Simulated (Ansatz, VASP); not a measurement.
One calculation of Cu, two programs

File INCAR:

```
PREC = Accurate
ENCUT = 520
EDIFF = 1E-7
ISMEAR = 0
SIGMA = 0.15
LREAL = False
LASPH = True
NELM = 80
ALGO = Fast
ISIF = 2
LWAVE = False
LCHARG = True
GGA = PS
LELF = True
LVHAR = True
NBANDS = 18
```

The input KPOINTS:

```
regular mesh
0
Gamma
  26 26 24
```

Contents of POSCAR:

```
Cu
1.0
    1.1662056439     -3.9598457492      0.0000000000
    1.1662056439      3.9598457492      0.0000000000
    0.0000000000      0.0000000000      2.4677050569
Cu
2
Direct
    0.1338530444      0.8661469556      0.2500000000
    0.8661469556      0.1338530444      0.7500000000
```

Input for Ansatz:

```yaml
crystal:
  lattice:
    - [1.1662056439, -3.9598457492, 0.0]
    - [1.1662056439, 3.9598457492, 0.0]
    - [0.0, 0.0, 2.4677050569]
  atoms:
    - { symbol: Cu, position: [0.1338530444, 0.8661469556, 0.25] }
    - { symbol: Cu, position: [0.8661469556, 0.1338530444, 0.75] }
basis:
  ecutwfc: 420
kpoints:
  mp_grid: { grid: [26, 26, 24] }
hamiltonian:
  xc: pbesol
scf:
  occupations: { method: gaussian, width: 0.15 }
output:
  forces: true
  stress: true
  eigenvalues: true
```

Change from the starting cell: strain -0.0400 x Voigt [1, 0, 0, 0, 0, 0], atoms carried along.

Alike in both runs: task single point; functional PBEsol; k mesh 26 × 26 × 24; occupations gaussian, width 0.15 eV; no spin polarisation.

|  | VASP | Ansatz |
| --- | --- | --- |
| version | VASP 6.6.1 | Ansatz 0.2.0 |
| potentials or method | VASP PAW PBE potentials, release 64 (Cu), cutoff 520 eV | scalar-relativistic, plane waves, PAW |
| valence electrons in the cell | 22 | 38 |

VASP gave:

```
gap on the k mesh at the Fermi level (eV)                     : none
pressure (GPa)                                                : 7.5
traceless stress, the component that is largest in VASP (GPa) : 8.56
rms of the force components (eV/Å)                            : 0.101
```

Q: Which values does Ansatz return?

A: gap on the k mesh at the Fermi level (eV): none; pressure (GPa): 7.0; traceless stress, the component that is largest in VASP (GPa): 8.67; rms of the force components (eV/Å): 0.097.

VASP's potentials were made for PBE, not for PBEsol. Atom by atom the forces differ by 0.004 eV/Å (rms over components). A gap of «none» marks a metal or a gap that the smearing closes. The functional is the same, so the differences come from potentials, cutoffs and numerics. VASP's potentials hold 22 valence electrons a cell and Ansatz's 38, so a difference there can come from the potentials and not from the codes.
